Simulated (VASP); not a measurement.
**SiMo6: single point with PBEsol**

SiMo6, a slab with vacuum:

```
Mo Si
1.0
     4.42568    0.00000    0.00000
    -2.21284    3.83275    0.00000
     0.00000    0.00000   19.72477
Mo Si
6 1
Direct
  0.66667 0.33333 0.20279
  0.33333 0.66667 0.24859
  0.00000 0.00000 0.29439
  0.66667 0.33333 0.33681
  0.33333 0.66667 0.37723
  0.00000 0.00000 0.41698
  0.11111 0.22222 0.52650
```

| Property | Result |
| --- | --- |
| Program | VASP 6.6.1 |
| Task | single point |
| Functional | PBEsol |
| Potentials or basis | VASP PAW PBE potentials, release 64 (Mo_sv, Si) |
| Cutoff | 520 eV |
| k mesh | 6 × 6 × 1 |
| Occupations | gaussian, width 0.1 eV |
| Spin | no spin polarisation |

The largest force is 2.352 eV/Å and the band gap on the k mesh is zero (bands 44 and 45 overlap by 0.11 eV).

Forces in eV/Å, atoms in the order of the input:
```
Mo   0.000  0.035  1.974
Mo   0.000  0.020 -0.440
Mo   0.000  0.093 -2.350
Mo   0.000 -0.225 -0.907
Mo   0.000 -0.407  1.461
Mo   0.000 -0.401  0.240
Si   0.000  0.885  0.022
```

Levels at points of the mesh, in eV from the Fermi level:
```tsv
k point	band 41	band 42	band 43	band 44	band 45	band 46	band 47	band 48
(0.00, 0.00, 0.00)	-1.21	-1.21	-1.18	-0.26	0.55	0.59	1.21	1.25
(0.50, 0.00, 0.00)	-1.08	-0.62	-0.18	-0.03	0.11	0.49	0.64	1.06
(0.00, 0.50, 0.00)	-1.26	-0.72	-0.23	-0.09	0.12	0.29	0.33	1.37
```

Wall time 16 min on 1 thread of Intel Xeon 8259CL (shared host), peak memory 0.56 GiB.

Caveat: the PAW data sets were made with another functional, which shifts forces and pressure a little.
